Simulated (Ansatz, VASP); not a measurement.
# One calculation of CaSn2Se3, two programs

File INCAR:

```
PREC = Accurate
ENCUT = 520
EDIFF = 1E-7
ISMEAR = 0
SIGMA = 0.01
LREAL = F
LASPH = T
NELM = 80
ALGO = Normal
ISIF = 2
LWAVE = F
LCHARG = F
GGA = PE
NBANDS = 37
```

File KPOINTS:

```
regular mesh
0
Gamma
  8 8 8
```

Contents of POSCAR:

```
CaSn2Se3
1.0
   -2.1202578309      2.1202578309      9.0337966231
    2.1202578309     -2.1202578309      9.0337966231
    2.1202578309      2.1202578309     -9.0337966231
Sn Se Ca
2 3 1
Direct
    0.8346029472      0.8346029472      0.0000000000
    0.1653970528      0.1653970528      0.0000000000
    0.6647336449      0.6647336449      0.0000000000
    0.0000000000      0.0000000000      0.0000000000
    0.3352663551      0.3352663551      0.0000000000
    0.5000000000      0.5000000000      0.0000000000
```

Input for Ansatz:

```yaml
crystal:
  lattice:
    - [-2.1202578309, 2.1202578309, 9.0337966231]
    - [2.1202578309, -2.1202578309, 9.0337966231]
    - [2.1202578309, 2.1202578309, -9.0337966231]
  atoms:
    - { symbol: Sn, position: [0.8346029472, 0.8346029472, 0.0] }
    - { symbol: Se, position: [0.6647336449, 0.6647336449, 0.0] }
    - { symbol: Sn, position: [0.1653970528, 0.1653970528, 0.0] }
    - { symbol: Se, position: [0.0, 0.0, 0.0] }
    - { symbol: Ca, position: [0.5, 0.5, 0.0] }
    - { symbol: Se, position: [0.3352663551, 0.3352663551, 0.0] }
kpoints:
  mp_grid: { grid: [8, 8, 8] }
  band_path:
    path:
      - [0.0, 0.0, 0.0]
      - [0.0, 0.0, 0.5]
      - [0.25, 0.25, 0.25]
      - [0.0, 0.5, 0.0]
      - [0.5, 0.5, -0.5]
      - [0.2637713572, 0.7362286428, -0.2637713572]
      - [-0.2637713572, 0.2637713572, 0.2637713572]
      - [-0.0275427143, 0.0275427143, 0.5]
      - [0.5, 0.5, -0.0275427143]
      - [0.261719, -0.261719, 0.261719]
      - [0.209635, -0.3125, 0.3125]
    npoints: 1
hamiltonian:
  xc: pbe
scf:
  occupations: { method: fixed }
  n_extra_bands: 5
output:
  forces: true
  stress: true
  eigenvalues: true
```

Alike in both runs: task single point; functional PBE; k mesh 8 × 8 × 8; no spin polarisation.

|  | VASP | Ansatz |
| --- | --- | --- |
| version | VASP 6.6.1 | Ansatz 0.2.0 |
| potentials or method | VASP PAW PBE potentials, release 64 (Sn_d, Se, Ca_sv) | plane waves, PAW |
| plane-wave cutoff (eV) | 520 | 420 |
| occupations | gaussian, width 0.01 eV | fixed |
| valence electrons in the cell | 56 | 86 |

Ansatz gave:

| Property | Result |
| --- | --- |
| gap on the k mesh at the Fermi level (eV) | 0.39 |
| pressure (GPa) | 0.9 |
| rms of the force components (eV/Å) | 0.002 |

Q: Estimate VASP's values.

A: gap on the k mesh at the Fermi level (eV): 0.39; pressure (GPa): 0.9; rms of the force components (eV/Å): 0.004.

VASP's potentials hold 56 valence electrons a cell and Ansatz's 86, so a difference there can come from the potentials and not from the codes.
